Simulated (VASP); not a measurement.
# Mg3SiO3 in VASP: single point with PBE

Aim: the single point of Mg3SiO3 with PBE.

Program: VASP 6.6.1. These are calculated values, not measurements. Logs are shortened: lines on timing, memory, paths and dates and some standing lists are left out, and cuts for length are marked.

### Step 1. The cell of the first run

The cell holds a slab with vacuum, 7 atoms: a = 3.009 Å, b = 3.009 Å, c = 19.780 Å, α = 90.00°, β = 90.00°, γ = 90.00°.

### Step 2. Single point, PBE, collinear spin

INCAR reads:

```
ALGO     = Normal         # electronic algorithm
DIPOL    = 0.5 0.5 0.351
EDIFF    = 1E-6           # SCF threshold, eV
ENCUT    = 520            # plane-wave cutoff, eV
GGA      = PE             # functional
IDIPOL   = 3            
ISIF     = 2              # what is computed and relaxed
ISMEAR   = 0              # smearing method
ISPIN    = 2              # spin polarisation
LASPH    = True           # aspherical terms in the spheres
LCHARG   = False          # write CHGCAR
LDIPOL   = True         
LORBIT   = 11             # projections on sites
LREAL    = False          # projectors in reciprocal space
LWAVE    = False          # write WAVECAR
MAGMOM   = 0 0 0 0 0 0 2  # initial moments
NBANDS   = 27             # bands
NELM     = 150            # most SCF steps
PREC     = Accurate       # precision mode
SIGMA    = 0.05           # smearing width, eV
```

KPOINTS reads:

```
k-points
0
Gamma
  9 9 1
```

POSCAR reads:

```
Mg3SiO3
1.0
    3.0085896295      0.0000000000      0.0000000000
    0.0000000000      3.0085896295      0.0000000000
    0.0000000000      0.0000000000     19.7799623107
Mg O Si
3 3 1
Direct
    0.5000000000      0.5000000000      0.2022248545
    0.0000000000      0.0000000000      0.3100331116
    0.5000000000      0.5000000000      0.4161289118
    0.0000000000      0.0000000000      0.2022248545
    0.5000000000      0.5000000000      0.3095409235
    0.0000000000      0.0000000000      0.4186035434
    0.3750000000      0.3750000000      0.5982864530
```

Potentials or basis: VASP PAW PBE potentials, release 64 (Mg, O, Si).

Run with:

```console
> cat potpaw_PBE.64/Mg/POTCAR potpaw_PBE.64/O/POTCAR potpaw_PBE.64/Si/POTCAR > POTCAR
> mpirun -np 1 vasp_std > vasp.out
```

OUTCAR:

```text
EDIFF = 1E-6
   ENCUT = 520
   GGA = PE
   ISIF = 2
   ISMEAR = 0
   ISPIN = 2
   LASPH = True
   LORBIT = 11
   LREAL = False
   NELM = 150
   PREC = Accurate

 ion  position               nearest neighbor table
   1  0.500  0.500  0.202-   5 2.12   4 2.13   4 2.13   4 2.13   4 2.13   2 3.01   2 3.01   2 3.01
                             2 3.01
   2  0.000  0.000  0.310-   5 2.13   5 2.13   5 2.13   5 2.13   4 2.13   6 2.15   3 2.99   3 2.99
                             3 2.99   3 2.99   1 3.01   1 3.01   1 3.01   1 3.01
   3  0.500  0.500  0.416-   5 2.11   6 2.13   6 2.13   6 2.13   6 2.13   2 2.99   2 2.99   2 2.99
                             2 2.99
   4  0.000  0.000  0.202-   1 2.13   1 2.13   1 2.13   1 2.13   2 2.13
   5  0.500  0.500  0.310-   3 2.11   1 2.12   2 2.13   2 2.13   2 2.13   2 2.13
   6  0.000  0.000  0.419-   3 2.13   3 2.13   3 2.13   3 2.13   2 2.15
   7  0.375  0.375  0.598-

  LATTYP: Found a simple tetragonal cell.
 ALAT       =     3.0085896295
 C/A-ratio  =     6.5744966069

  Lattice vectors:

 A1 = (   3.0085896295,   0.0000000000,   0.0000000000)
 A2 = (   0.0000000000,   3.0085896295,   0.0000000000)
 A3 = (   0.0000000000,   0.0000000000,  19.7799623107)

Analysis of symmetry for initial positions (statically):
=====================================================================
 Subroutine PRICEL returns:
 Original cell was already a primitive cell.

 Routine SETGRP: Setting up the symmetry group for a
 simple tetragonal supercell.

 Subroutine GETGRP returns: Found  2 space group operations
 (whereof  2 operations were pure point group operations)
 out of a pool of 16 trial point group operations.

The static configuration has the point symmetry C_1h.

Analysis of symmetry for dynamics (positions and initial velocities):
=====================================================================
 Subroutine PRICEL returns:
 Original cell was already a primitive cell.

 Routine SETGRP: Setting up the symmetry group for a
 simple tetragonal supercell.

 Subroutine GETGRP returns: Found  2 space group operations
 (whereof  2 operations were pure point group operations)
 out of a pool of 16 trial point group operations.

The dynamic configuration has the point symmetry C_1h.

Analysis of structural, dynamic, and magnetic symmetry:
=====================================================================
 Subroutine PRICEL returns:
 Original cell was already a primitive cell.

 Routine SETGRP: Setting up the symmetry group for a
 simple tetragonal supercell.

 Subroutine GETGRP returns: Found  2 space group operations
 (whereof  2 operations were pure point group operations)
 out of a pool of 16 trial point group operations.

The overall configuration has the point symmetry C_1h.

 Subroutine INISYM returns: Found  2 space group operations
 (whereof  2 operations are pure point group operations),
 and found     1 'primitive' translations

----------------------------------------------------------------------------------------

                                     Primitive cell

  volume of cell :     179.0405

  direct lattice vectors                    reciprocal lattice vectors
     3.008589629  0.000000000  0.000000000     0.332381655  0.000000000  0.000000000
     0.000000000  3.008589629  0.000000000     0.000000000  0.332381655  0.000000000
     0.000000000  0.000000000 19.779962311     0.000000000  0.000000000  0.050556214

  length of vectors
     3.008589629  3.008589629 19.779962311     0.332381655  0.332381655  0.050556214

  position of ions in fractional coordinates (direct lattice)
     0.500000000  0.500000000  0.202224855
     0.000000000  0.000000000  0.310033112
     0.500000000  0.500000000  0.416128912
     0.000000000  0.000000000  0.202224855
     0.500000000  0.500000000  0.309540924
     0.000000000  0.000000000  0.418603543
     0.375000000  0.375000000  0.598286453

  ion indices of the primitive-cell ions
   primitive index   ion index
                 1           1
[... 63 lines left out ...]
   dimension x,y,z NGXF=    48 NGYF=   48 NGZF=  300
   ions per type =               3   3   1
   NGX,Y,Z   is equivalent  to a cutoff of  13.26, 13.26, 12.61 a.u.
   NGXF,Y,Z  is equivalent  to a cutoff of  26.52, 26.52, 25.21 a.u.
 SYSTEM =  unknown system
   PREC   = accura    normal or accurate (medium, high low for compatibility)
   ISTART =      0    job   : 0-new  1-cont  2-samecut
   ICHARG =      2    charge: 1-file 2-atom 10-const
   ISPIN  =      2    spin polarized calculation?
   LNONCOLLINEAR =      F non collinear calculations
   LSORBIT =      F    spin-orbit coupling
   LASPH  =      T    aspherical Exc in radial PAW
   ENCUT  =  520.0 eV  38.22 Ry    6.18 a.u.   5.59  5.59 36.78*2*pi/ulx,y,z
   NELM   =    150;   NELMIN=  2; NELMDL= -5     # of ELM steps
   EDIFF  = 0.1E-05   stopping-criterion for ELM
   LREAL  =      F    real-space projection
   EDIFFG = 0.1E-04   stopping-criterion for IOM
   NSW    =      0    number of steps for IOM
   IBRION =     -1    ionic relax: 0-MD 1-quasi-New 2-CG
   NFREE  =      0    steps in history (QN), initial steepest desc. (CG)
   ISIF   =      2    stress and relaxation
   ISYM   =      2    0-nonsym 1-usesym 2-fastsym
   POTIM  = 0.5000    time-step for ionic-motion
   TEBEG  =    0.0;   TEEND  =   0.0 temperature during run
   PSTRESS=    0.0 pullay stress
   NELECT =      28.0000    total number of electrons
   NUPDOWN=      -1.0000    fix difference up-down
   EMIN   =  10.00;   EMAX   =-10.00  energy-range for DOS
   EFERMI =   0.00;   METHOD = LEGACY
   ISMEAR =     0;   SIGMA  =   0.05  broadening in eV -4-tet -1-fermi 0-gaus
   EFERMI_NEDOS =   21; number of points for ismear=-14 and -15
   IALGO  =     38    algorithm
   IMIX   =      4    mixing-type and parameters
     AMIX     =   0.40;   BMIX     =  1.00
     AMIX_MAG =   1.60;   BMIX_MAG =  1.00
  volume/ion in A,a.u.               =      25.58       172.60
  Fermi-wavevector in a.u.,A,eV,Ry     =   0.882017  1.666771 10.584711  0.777954
  Thomas-Fermi vector in A             =   2.002592
   LORBIT       =     11    0 simple, 1 ext, 2 COOP (PROOUT), +10 PAW based schemes
   GGA     = PE    functional components
   LHFCALC =     F    Hartree Fock is set to
   AEXX    =    0.0000 exact exchange contribution
   IVDW    =     0    specifies the selected vdW correction
   LEPSILON=     F    determine dielectric tensor
   LRPA    =     F    only Hartree local field effects (RPA)
 spin polarized calculation
 Gauss-broadening in eV      SIGMA  =   0.05
  energy-cutoff  :      520.00
  volume of cell :      179.04
 maximum number of plane-waves:      4849
   NGX = 11   NGY = 11   NGZ = 73

 dipolmoment           0.000000      0.000000     -0.002842 electrons x Angstroem

 number of electron      28.0000004 magnetization       0.0879410

 dipolmoment           0.000000      0.000000      0.041281 electrons x Angstroem

 Free energy of the ion-electron system (eV)
  ---------------------------------------------------
  ext. energy  EPLUGINS =         0.00000000
  ---------------------------------------------------
  free energy    TOTEN  =       -38.16556051 eV

  energy without entropy =      -38.16379613  energy(sigma->0) =      -38.16467832

 E-fermi :  -0.3937     XC(G=0):  -5.7683

 val. band max:       -0.4051599815   @ k =   0.3333   0.0000   0.0000
 cond. band min:      -0.3755876057   @ k =  -0.3333   0.3333   0.0000
 fundamental gap:      0.0295723758
 Fermi energy:        -0.3936564084

 spin component 1

 k-point     1 :       0.0000    0.0000    0.0000
  band No.  band energies     occupation
      1     -18.1306      1.00000
      2     -17.3679      1.00000
      3     -16.9802      1.00000
      4      -9.0041      1.00000
      5      -4.6815      1.00000
      6      -3.3767      1.00000
[... 685 lines left out ...]
     25       9.2755      0.00000
     26       9.5259      0.00000

 [... further k-points ...]

 spin component 2

 k-point     1 :       0.0000    0.0000    0.0000
  band No.  band energies     occupation
      1     -18.1293      1.00000
      2     -17.3651      1.00000
      3     -16.9761      1.00000
      4      -8.9459      1.00000
      5      -4.6790      1.00000
      6      -3.3626      1.00000
[... 685 lines left out ...]
     25       9.2782      0.00000
     26       9.5299      0.00000

 [... further k-points ...]

 [bands above 26 left out]

------------------------ aborting loop because EDIFF is reached ----------------------------------------

 vacuum level on the upper side and lower side of the slab       (xc-potential included)        -0.115        -0.494

  FORCE on cell =-STRESS in cart. coord.  units (eV):
  Direction    XX          YY          ZZ          XY          YZ          ZX
  --------------------------------------------------------------------------------------
  -------------------------------------------------------------------------------------
  Total       -7.3474551     -7.3474551     -0.1558151     -0.0021859     -0.1289740     -0.1289739
  in kB      -65.7500604    -65.7500604     -1.3943399     -0.0195610     -1.1541473     -1.1541472
  external PRESSURE =     -44.2981536 kB  Pullay stress =       0.0000000 kB

 VOLUME and BASIS-vectors are now :
 -----------------------------------------------------------------------------
  energy-cutoff  :      520.00
  volume of cell :      179.04
      direct lattice vectors                 reciprocal lattice vectors
     3.008589629  0.000000000  0.000000000     0.332381655  0.000000000  0.000000000
     0.000000000  3.008589629  0.000000000     0.000000000  0.332381655  0.000000000
     0.000000000  0.000000000 19.779962311     0.000000000  0.000000000  0.050556214

 POSITION                                       TOTAL-FORCE (eV/Angst)
 -----------------------------------------------------------------------------------
      1.50429      1.50429      4.00000         0.000178      0.000178      0.450817
      0.00000      0.00000      6.13244         0.001990      0.001990     -0.036829
      1.50429      1.50429      8.23101         0.010134      0.010134      0.107183
      0.00000      0.00000      4.00000         0.000267      0.000267     -0.427348
      1.50429      1.50429      6.12271         0.002688      0.002688      0.024669
      0.00000      0.00000      8.27996         0.017733      0.017733     -0.117143
      1.12822      1.12822     11.83408        -0.032990     -0.032990     -0.001348
 -----------------------------------------------------------------------------------
    total drift:                               -0.000084     -0.000084     -0.001522

  FREE ENERGIE OF THE ION-ELECTRON SYSTEM (eV)
  ---------------------------------------------------
  free  energy   TOTEN  =       -38.1655605114 eV

  energy  without entropy=      -38.1637961332  energy(sigma->0) =      -38.16467832

 vacuum level on the upper side and lower side of the slab         3.750         3.235

 total charge

# of ion       s       p       d       tot
------------------------------------------
    1        0.141   0.150   0.062   0.352
    2        0.147   0.171   0.073   0.391
    3        0.141   0.152   0.062   0.355
    4        1.543   3.492   0.000   5.034
    5        1.543   3.543   0.000   5.086
    6        1.545   3.485   0.000   5.029
    7        0.902   0.560   0.000   1.462
--------------------------------------------------
tot          5.961  11.552   0.197  17.710

 magnetization (x)

# of ion       s       p       d       tot
------------------------------------------
    1       -0.000   0.000   0.000   0.000
    2        0.000   0.000   0.000   0.000
    3       -0.000  -0.000   0.000  -0.000
    4       -0.000  -0.000   0.000  -0.000
    5       -0.000   0.000   0.000   0.000
    6        0.000   0.005   0.000   0.005
    7        0.000   0.022   0.000   0.022
--------------------------------------------------
tot          0.000   0.027   0.000   0.027
```

Run time: 13 min. Hardware: 1 thread of Intel Xeon 8259CL, shared host; peak memory 0.45 GiB.

Results:

```yaml
Free_energy: -38.1656 eV
Largest_force: 0.451 eV/Å
Net_moment: 0.09 μB per cell
Site_moments: Mg +0.00, -0.00 (each value once); O -0.00, +0.00, +0.01; Si +0.02 μB
Valence_electrons_inside_the_program's_atomic_spheres: Mg 0.35, 0.39 (each value once); O 5.03, 5.09 (each value once); Si 1.46
```

Forces in eV/Å, atoms in the order of the input:
```
Mg   0.000  0.000  0.451
Mg   0.002  0.002 -0.037
Mg   0.010  0.010  0.107
O    0.000  0.000 -0.427
O    0.003  0.003  0.025
O    0.018  0.018 -0.117
Si  -0.033 -0.033 -0.001
```
